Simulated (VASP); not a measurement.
# Ni (P6/mmm) in VASP: notebook

Runs on Ni. Level: BLYP. Tasks: single point.

All numbers are computed with VASP 6.6.1; they aren't measurements. Logs are shortened: lines on timing, memory, paths and dates and some standing lists are left out, and cuts for length are marked.

## (1) The cell of the first run

Symmetry: P6/mmm, No. 191, hexagonal system. Conventional cell: a = 4.163 Å, b = 4.163 Å, c = 2.524 Å, α = 90.00°, β = 90.00°, γ = 120.00°. Ni (site symmetry 6/mmm) has 14 Ni at 2.52 to 2.71 Å within 3.3 Å. Within 3.2 Å of Ni (site symmetry -6m2) lie 11 Ni at 2.40 to 2.71 Å.

## (2) Single point, BLYP, collinear spin, ferromagnetic start (volume scaled by 1.08)

INCAR reads:

```
SYSTEM = Ni
PREC     = Accurate       ! precision mode
ENCUT    = 520            ! plane-wave cutoff, eV
EDIFF    = 1E-7           ! SCF threshold, eV
ISMEAR   = -1             ! smearing method
SIGMA    = 0.05           ! smearing width, eV
LREAL    = .FALSE.        ! projectors in reciprocal space
LASPH    = .TRUE.         ! aspherical terms in the spheres
NELM     = 150            ! most SCF steps
ALGO     = Normal         ! electronic algorithm
ISIF     = 2              ! what is computed and relaxed
LWAVE    = .FALSE.        ! write WAVECAR
LCHARG   = .FALSE.        ! write CHGCAR
ISPIN    = 2              ! spin polarisation
MAGMOM   = 0.631 0.678 0.678 ! initial moments
LORBIT   = 11             ! projections on sites
LMAXMIX  = 4              ! l up to which the mixer works
GGA      = B5             ! functional
ALDAX    = 1.0          
AGGAX    = 1.0          
AGGAC    = 1.0          
ALDAC    = 0.0          
NBANDS   = 26             ! bands
```

KPOINTS reads:

```
regular mesh
0
G
  10 10 14
  0 0 0
```

POSCAR reads:

```
Ni
1.0
    4.1626174233      0.0000000000      0.0000000000
   -2.0813087117      3.6049324348      0.0000000000
    0.0000000000      0.0000000000      2.5238858207
Ni
3
Direct
    0.0000000000      1.0000000000      0.0000000000
    0.3333333333      0.6666666667      0.5000000000
    0.6666666667      0.3333333333      0.5000000000
```

Potentials or basis: VASP PAW PBE potentials, release 64 (Ni).

Command:

```
$ cat potpaw_PBE.64/Ni/POTCAR > POTCAR
$ mpirun -np 1 vasp_std > vasp.out
```

OUTCAR:

```text
SYSTEM = Ni
   PREC = Accurate
   ENCUT = 520
   EDIFF = 1E-7
   ISMEAR = -1
   LREAL = .FALSE.
   LASPH = .TRUE.
   NELM = 150
   ISIF = 2
   ISPIN = 2
   LORBIT = 11
   GGA = B5

 ion  position               nearest neighbor table
   1  0.000  0.000  0.000-   2 2.71   3 2.71   2 2.71   3 2.71   3 2.71   3 2.71   2 2.71   2 2.71
                             3 2.71   3 2.71   2 2.71   2 2.71
   2  0.333  0.667  0.500-   3 2.40   3 2.40   3 2.40   1 2.71   1 2.71   1 2.71   1 2.71   1 2.71
                             1 2.71
   3  0.667  0.333  0.500-   2 2.40   2 2.40   2 2.40   1 2.71   1 2.71   1 2.71   1 2.71   1 2.71
                             1 2.71

  LATTYP: Found a hexagonal cell.
 ALAT       =     4.1626174233
 C/A-ratio  =     0.6063218317

  Lattice vectors:

 A1 = (   4.1626174233,   0.0000000000,   0.0000000000)
 A2 = (  -2.0813087117,   3.6049324348,   0.0000000000)
 A3 = (   0.0000000000,   0.0000000000,   2.5238858207)

Analysis of symmetry for initial positions (statically):
=====================================================================
 Subroutine PRICEL returns:
 Original cell was already a primitive cell.

 Routine SETGRP: Setting up the symmetry group for a
 hexagonal supercell.

 Subroutine GETGRP returns: Found 24 space group operations
 (whereof 24 operations were pure point group operations)
 out of a pool of 24 trial point group operations.

The static configuration has the point symmetry D_6h.

Analysis of symmetry for dynamics (positions and initial velocities):
=====================================================================
 Subroutine PRICEL returns:
 Original cell was already a primitive cell.

 Routine SETGRP: Setting up the symmetry group for a
 hexagonal supercell.

 Subroutine GETGRP returns: Found 24 space group operations
 (whereof 24 operations were pure point group operations)
 out of a pool of 24 trial point group operations.

The dynamic configuration has the point symmetry D_6h.

Analysis of structural, dynamic, and magnetic symmetry:
=====================================================================
 Subroutine PRICEL returns:
 Original cell was already a primitive cell.

 Routine SETGRP: Setting up the symmetry group for a
 hexagonal supercell.

 Subroutine GETGRP returns: Found 24 space group operations
 (whereof 24 operations were pure point group operations)
 out of a pool of 24 trial point group operations.

The overall configuration has the point symmetry D_6h.

 Subroutine INISYM returns: Found 24 space group operations
 (whereof 24 operations are pure point group operations),
 and found     1 'primitive' translations

----------------------------------------------------------------------------------------

                                     Primitive cell

  volume of cell :      37.8733

  direct lattice vectors                    reciprocal lattice vectors
     4.162617423  0.000000000  0.000000000     0.240233463  0.138698855  0.000000000
    -2.081308712  3.604932435  0.000000000     0.000000000  0.277397709  0.000000000
     0.000000000  0.000000000  2.523885821     0.000000000  0.000000000  0.396214437

  length of vectors
     4.162617423  4.162617423  2.523885821     0.277397709  0.277397709  0.396214437

  position of ions in fractional coordinates (direct lattice)
     0.000000000  0.000000000  0.000000000
     0.333333333  0.666666667  0.500000000
     0.666666667  0.333333333  0.500000000

  ion indices of the primitive-cell ions
   primitive index   ion index
                 1           1
                 2           2
                 3           3

----------------------------------------------------------------------------------------

 KPOINTS: regular mesh

Automatic generation of k-mesh.
 Grid dimensions read from file:
 generate k-points for:   10   10   14

 Generating k-lattice:

  Cartesian coordinates                     Fractional coordinates (reciprocal lattice)
     0.024023346  0.013869885  0.000000000     0.100000000  0.000000000  0.000000000
     0.000000000  0.027739771  0.000000000     0.000000000  0.100000000  0.000000000
     0.000000000  0.000000000  0.028301031     0.000000000  0.000000000  0.071428571

  Length of vectors
     0.027739771  0.027739771  0.028301031

  Shift w.r.t. Gamma in fractional coordinates (k-lattice)
     0.000000000  0.000000000  0.000000000

 Subroutine IBZKPT returns following result:
 ===========================================

 Found    112 irreducible k-points:

 Following reciprocal coordinates:
            Coordinates               Weight
  0.000000  0.000000  0.000000      1.000000
  0.100000  0.000000  0.000000      6.000000
  0.200000  0.000000  0.000000      6.000000
  0.300000  0.000000  0.000000      6.000000
  0.400000  0.000000  0.000000      6.000000
  0.500000  0.000000  0.000000      3.000000
[... 16 lines left out ...]
  0.300000  0.100000  0.071429     24.000000
  0.400000  0.100000  0.071429     24.000000
 [... further k-points ...]
   k-points           NKPTS =    112   k-points in BZ     NKDIM =    112   number of bands    NBANDS=     26
   number of dos      NEDOS =    301   number of ions     NIONS =      3
   total plane-waves  NPLWV =  20480
   dimension x,y,z NGX =    32 NGY =   32 NGZ =   20
   dimension x,y,z NGXF=    64 NGYF=   64 NGZF=   40
   ions per type =               3
   NGX,Y,Z   is equivalent  to a cutoff of  12.78, 12.78, 13.17 a.u.
   NGXF,Y,Z  is equivalent  to a cutoff of  25.56, 25.56, 26.35 a.u.
 SYSTEM =  Ni
   PREC   = accura    normal or accurate (medium, high low for compatibility)
   ISTART =      0    job   : 0-new  1-cont  2-samecut
   ICHARG =      2    charge: 1-file 2-atom 10-const
   ISPIN  =      2    spin polarized calculation?
   LNONCOLLINEAR =      F non collinear calculations
   LSORBIT =      F    spin-orbit coupling
   LASPH  =      T    aspherical Exc in radial PAW
   ENCUT  =  520.0 eV  38.22 Ry    6.18 a.u.   7.74  7.74  4.69*2*pi/ulx,y,z
   NELM   =    150;   NELMIN=  2; NELMDL= -5     # of ELM steps
   EDIFF  = 0.1E-06   stopping-criterion for ELM
   LREAL  =      F    real-space projection
   EDIFFG = 0.1E-05   stopping-criterion for IOM
   NSW    =      0    number of steps for IOM
   IBRION =     -1    ionic relax: 0-MD 1-quasi-New 2-CG
   NFREE  =      0    steps in history (QN), initial steepest desc. (CG)
   ISIF   =      2    stress and relaxation
   ISYM   =      2    0-nonsym 1-usesym 2-fastsym
   POTIM  = 0.5000    time-step for ionic-motion
   TEBEG  =    0.0;   TEEND  =   0.0 temperature during run
   PSTRESS=    0.0 pullay stress
   NELECT =      30.0000    total number of electrons
   NUPDOWN=      -1.0000    fix difference up-down
   EMIN   =  10.00;   EMAX   =-10.00  energy-range for DOS
   EFERMI =   0.00;   METHOD = LEGACY
   ISMEAR =    -1;   SIGMA  =   0.05  broadening in eV -4-tet -1-fermi 0-gaus
   EFERMI_NEDOS =   21; number of points for ismear=-14 and -15
   IALGO  =     38    algorithm
   IMIX   =      4    mixing-type and parameters
     AMIX     =   0.40;   BMIX     =  1.00
     AMIX_MAG =   1.60;   BMIX_MAG =  1.00
  volume/ion in A,a.u.               =      12.62        85.19
  Fermi-wavevector in a.u.,A,eV,Ry     =   1.514738  2.862439 31.217625  2.294431
  Thomas-Fermi vector in A             =   2.624355
   LORBIT       =     11    0 simple, 1 ext, 2 COOP (PROOUT), +10 PAW based schemes
   GGA     = B5    functional components
   LHFCALC =     F    Hartree Fock is set to
   AEXX    =    0.0000 exact exchange contribution
   IVDW    =     0    specifies the selected vdW correction
   LEPSILON=     F    determine dielectric tensor
   LRPA    =     F    only Hartree local field effects (RPA)
 spin polarized calculation
  energy-cutoff  :      520.00
  volume of cell :       37.87
 maximum number of plane-waves:      1044
 NGX is ok and might be reduce to    32
   NGX = 15   NGY = 15   NGZ =  9

 number of electron      30.0000000 magnetization       1.8627645

 Free energy of the ion-electron system (eV)
  ---------------------------------------------------
  ext. energy  EPLUGINS =         0.00000000
  ---------------------------------------------------
  free energy    TOTEN  =       -13.43710353 eV

  energy without entropy =      -13.37742086  energy(sigma->0) =      -13.40726220

 E-fermi :   7.8536     XC(G=0): -11.8120

 val. band max:        7.8528592017   @ k =   0.2000   0.0000   0.5000
 cond. band min:       7.8564302211   @ k =   0.3000   0.3000   0.1429
 fundamental gap:      0.0035710194
 Fermi energy:         7.8536355085

 spin component 1

 k-point     1 :       0.0000    0.0000    0.0000
  band No.  band energies     occupation
      1      -0.0155      1.00000
      2       4.3354      1.00000
      3       5.2587      1.00000
      4       5.2587      1.00000
      5       5.2614      1.00000
      6       5.2614      1.00000
[... 18 lines left out ...]
     25      32.8288      0.00000
     26      33.5880      0.00000
[... 644 lines left out ...]
      4       5.0763      1.00000
      5       5.1187      1.00000
      6       5.2511      1.00000
[... 18 lines left out ...]
     25      25.3531      0.00000
     26      25.9887      0.00000

 [... further k-points ...]

 spin component 2

 k-point     1 :       0.0000    0.0000    0.0000
  band No.  band energies     occupation
      1      -0.0244      1.00000
      2       4.8796      1.00000
      3       5.7580      1.00000
      4       5.7580      1.00000
      5       5.8063      1.00000
      6       5.8063      1.00000
[... 18 lines left out ...]
     25      32.7181      0.00000
     26      33.4980      0.00000
[... 644 lines left out ...]
      4       5.7335      1.00000
      5       5.7579      1.00000
      6       5.9112      1.00000
[... 18 lines left out ...]
     25      25.4263      0.00000
     26      26.0592      0.00000

 [... further k-points ...]

------------------------ aborting loop because EDIFF is reached ----------------------------------------

  FORCE on cell =-STRESS in cart. coord.  units (eV):
  Direction    XX          YY          ZZ          XY          YZ          ZX
  --------------------------------------------------------------------------------------
  -------------------------------------------------------------------------------------
  Total       -2.4094704     -2.4094704     -2.3087432      0.0000000      0.0000000      0.0000000
  in kB     -101.9292549   -101.9292549    -97.6681335      0.0000000      0.0000000      0.0000000
  external PRESSURE =    -100.5088811 kB  Pullay stress =       0.0000000 kB

 VOLUME and BASIS-vectors are now :
 -----------------------------------------------------------------------------
  energy-cutoff  :      520.00
  volume of cell :       37.87
      direct lattice vectors                 reciprocal lattice vectors
     4.162617423  0.000000000  0.000000000     0.240233463  0.138698855  0.000000000
    -2.081308712  3.604932435  0.000000000     0.000000000  0.277397709  0.000000000
     0.000000000  0.000000000  2.523885821     0.000000000  0.000000000  0.396214437

 POSITION                                       TOTAL-FORCE (eV/Angst)
 -----------------------------------------------------------------------------------
      0.00000      0.00000      0.00000        -0.000000      0.000000      0.000000
     -0.00000      2.40329      1.26194         0.000000      0.000000      0.000000
      2.08131      1.20164      1.26194        -0.000000      0.000000      0.000000
 -----------------------------------------------------------------------------------
    total drift:                               -0.000000      0.000000      0.000000

  FREE ENERGIE OF THE ION-ELECTRON SYSTEM (eV)
  ---------------------------------------------------
  free  energy   TOTEN  =       -13.4371035284 eV

  energy  without entropy=      -13.3774208646  energy(sigma->0) =      -13.40726220

 total charge

# of ion       s       p       d       tot
------------------------------------------
    1        0.429   0.353   8.323   9.105
    2        0.461   0.377   8.338   9.176
    3        0.461   0.377   8.338   9.176
--------------------------------------------------
tot          1.350   1.108  24.999  27.457

 magnetization (x)

# of ion       s       p       d       tot
------------------------------------------
    1       -0.003  -0.020   0.623   0.600
    2       -0.007  -0.019   0.683   0.658
    3       -0.007  -0.019   0.683   0.658
--------------------------------------------------
tot         -0.017  -0.058   1.990   1.915
```

Wall time 3.6 min (1 thread of Oxide Virtual Turin-like, shared host); peak memory 0.24 GiB.

Results:

- Free energy: -13.4371 eV
- Pressure: -10.1 GPa
- Net moment: 1.86 μB per cell
- Site moments: Ni +0.60, +0.66 μB
- Valence electrons inside the program's atomic spheres: Ni 9.11, 9.18

Levels at points of the mesh, in eV from the Fermi level:
Spin up:
| k point | band 12 | band 13 | band 14 | band 15 | band 16 | band 17 | band 18 | band 19 | band 20 | band 21 |
| --- | --- | --- | --- | --- | --- | --- | --- | --- | --- | --- |
| (0.00, 0.00, 0.00) | -1.33 | -1.32 | -1.32 | -0.46 | -0.46 | 5.65 | 5.65 | 5.69 | 5.69 | 7.11 |
| (0.50, 0.00, 0.00) | -0.84 | -0.71 | -0.70 | -0.67 | -0.65 | -0.50 | 0.54 | 5.27 | 14.50 | 14.52 |
| (0.00, 0.00, 0.50) | -0.72 | -0.70 | -0.70 | -0.21 | 0.81 | 1.37 | 9.02 | 9.34 | 9.34 | 10.63 |
| (0.50, 0.00, 0.50) | -0.97 | -0.67 | -0.52 | -0.39 | 1.67 | 1.87 | 4.56 | 4.63 | 7.70 | 8.47 |
Spin down:
```
           k point  band 10  band 11  band 12  band 13  band 14  band 15  band 16  band 17  band 18  band 19
(0.00, 0.00, 0.00)    -1.12    -0.74    -0.74    -0.68    -0.68     0.20     0.20     5.88     5.88     5.90
(0.50, 0.00, 0.00)    -0.66    -0.61    -0.21    -0.06    -0.05    -0.02     0.10     0.26     0.51     5.63
(0.00, 0.00, 0.50)    -1.15    -0.10    -0.10     0.06     0.06     0.65     1.27     1.94     9.06     9.42
(0.50, 0.00, 0.50)    -0.68    -0.61    -0.20    -0.05     0.11     0.44     2.00     2.02     4.80     5.00
```

Caveat: the PAW data sets were made with another functional, which shifts forces and pressure a little.

## (3) Single point, BLYP, collinear spin, ferromagnetic start (volume scaled by 1.12)

INCAR reads:

```
  PREC = Accurate
  ENCUT = 520
  EDIFF = 1E-7
  ISMEAR = -1
  SIGMA = 0.05
  LREAL = F
  LASPH = T
  NELM = 150
  ALGO = Normal
  ISIF = 2
  LWAVE = F
  LCHARG = F
  ISPIN = 2
  MAGMOM = 0.631 0.678 0.678
  LORBIT = 11
  LMAXMIX = 4
  GGA = B5
  ALDAX = 1.0
  AGGAX = 1.0
  AGGAC = 1.0
  ALDAC = 0.0
  NBANDS = 26
```

KPOINTS reads:

```
Automatic mesh
0
Gamma
  10 10 14
```

POSCAR reads:

```
Ni
1.0
    4.2133860539      0.0000000000      0.0000000000
   -2.1066930270      3.6488993586      0.0000000000
    0.0000000000      0.0000000000      2.5546679498
Ni
3
Direct
    0.0000000000      1.0000000000      0.0000000000
    0.3333333333      0.6666666667      0.5000000000
    0.6666666667      0.3333333333      0.5000000000
```

Potentials or basis: VASP PAW PBE potentials, release 64 (Ni).

Command:

```
$ cat potpaw_PBE.64/Ni/POTCAR > POTCAR
$ mpirun -np 1 vasp_std > vasp.out
```

It took 4.4 min on 1 thread of Oxide Virtual Turin-like, shared host; peak memory 0.24 GiB.

It converged, with:

```
Free energy                                           : -13.3336 eV
Pressure                                              : -13.5 GPa
Net moment                                            : 1.90 μB per cell
Site moments                                          : Ni +0.62, +0.67 μB
Valence electrons inside the program's atomic spheres : Ni 9.06, 9.13
```

Stress tensor (GPa, compression positive):
```
-13.74   0.00   0.00
  0.00 -13.74   0.00
  0.00   0.00 -13.08
```

Levels at points of the mesh, in eV from the Fermi level:
Spin up:
```tsv
k point	band 12	band 13	band 14	band 15	band 16	band 17	band 18	band 19	band 20	band 21
(0.00, 0.00, 0.00)	-1.30	-1.30	-1.30	-0.48	-0.48	5.51	5.51	5.54	5.54	6.81
(0.50, 0.00, 0.00)	-0.84	-0.71	-0.71	-0.67	-0.66	-0.52	0.59	5.03	14.17	14.20
(0.00, 0.00, 0.50)	-0.73	-0.71	-0.71	-0.24	0.75	1.28	8.81	9.12	9.12	10.37
(0.50, 0.00, 0.50)	-0.97	-0.68	-0.54	-0.41	1.62	1.85	4.40	4.42	7.50	8.22
```
Spin down:
| k point | band 12 | band 13 | band 14 | band 15 | band 16 | band 17 |
| --- | --- | --- | --- | --- | --- | --- |
| (0.00, 0.00, 0.00) | -0.70 | -0.64 | -0.64 | 0.19 | 0.19 | 5.74 |
| (0.50, 0.00, 0.00) | -0.19 | -0.05 | -0.05 | -0.02 | 0.10 | 0.25 |
| (0.00, 0.00, 0.50) | -0.09 | 0.06 | 0.06 | 0.63 | 1.22 | 1.86 |
| (0.50, 0.00, 0.50) | -0.18 | -0.04 | 0.11 | 0.42 | 1.96 | 1.98 |

Caveat: the PAW data sets were made with another functional, which shifts forces and pressure a little.

[end of part 1 of 2]
